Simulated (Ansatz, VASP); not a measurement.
**One calculation of MnS, two programs**

The input INCAR:

```
SYSTEM = MnS
ALGO = Normal
EDIFF = 1E-7
ENCUT = 520
GGA = PS
ISIF = 2
ISMEAR = 0
ISPIN = 2
LASPH = .True.
LCHARG = .False.
LMAXMIX = 4
LORBIT = 11
LREAL = .False.
LWAVE = .False.
MAGMOM = 4.29 0
NBANDS = 20
NELM = 150
PREC = Accurate
SIGMA = 0.1
```

Contents of KPOINTS:

```
k-points
0
Gamma
  14 14 14
  0 0 0
```

File POSCAR:

```
MnS
1.0
    0.0000000000      2.7855121921      2.7855121921
    2.7855121921      0.0000000000      2.7855121921
    2.7855121921      2.7855121921      0.0000000000
Mn S
1 1
Direct
    0.0000000000      0.0000000000      0.0000000000
    0.2500000000      0.2500000000      0.2500000000
```

Input for Ansatz:

```yaml
crystal:
  lattice:
    - [0.0, 2.7855122393, 2.7855122393]
    - [2.7855122393, 0.0, 2.7855122393]
    - [2.7855122393, 2.7855122393, 0.0]
  atoms:
    - { symbol: Mn, position: [0.0, 0.0, 0.0], spin: 4.29 }
    - { symbol: S, position: [0.25, 0.25, 0.25] }
basis:
  ecutwfc: 420
kpoints:
  mp_grid: { grid: [14, 14, 14] }
hamiltonian:
  xc: pbesol
scf:
  occupations: { method: gaussian, width: 0.1 }
output:
  forces: true
  stress: true
  eigenvalues: true
  populations: true
magnetization:
  spin_polarized: true
```

Alike in both runs: task single point; functional PBEsol; k mesh 14 × 14 × 14; occupations gaussian, width 0.1 eV; collinear spin.

|  | VASP | Ansatz |
| --- | --- | --- |
| version | VASP 6.6.1 | Ansatz 0.2.0 |
| potentials or method | VASP PAW PBE potentials, release 64 (Mn_pv, S), cutoff 520 eV | scalar-relativistic, plane waves, PAW |
| valence electrons in the cell | 19 | 21 |

```tsv
	VASP	Ansatz	Ansatz less VASP
gap on the k mesh at the Fermi level (eV)	none	none	-
pressure (GPa)	-1.6	-1.7	-0.12
net moment per atom (μB)	2.42	2.42	-0.001
size of the moment on the site where the two differ most (μB)	4.27	4.09	-0.179
```

VASP's potentials were made for PBE, not for PBEsol. Site moments also hang on the region over which each program counts them. A gap of «none» marks a metal or a gap that the smearing closes. The functional is the same, so the differences come from potentials, cutoffs and numerics. VASP's potentials hold 19 valence electrons a cell and Ansatz's 21, so a difference there can come from the potentials and not from the codes.
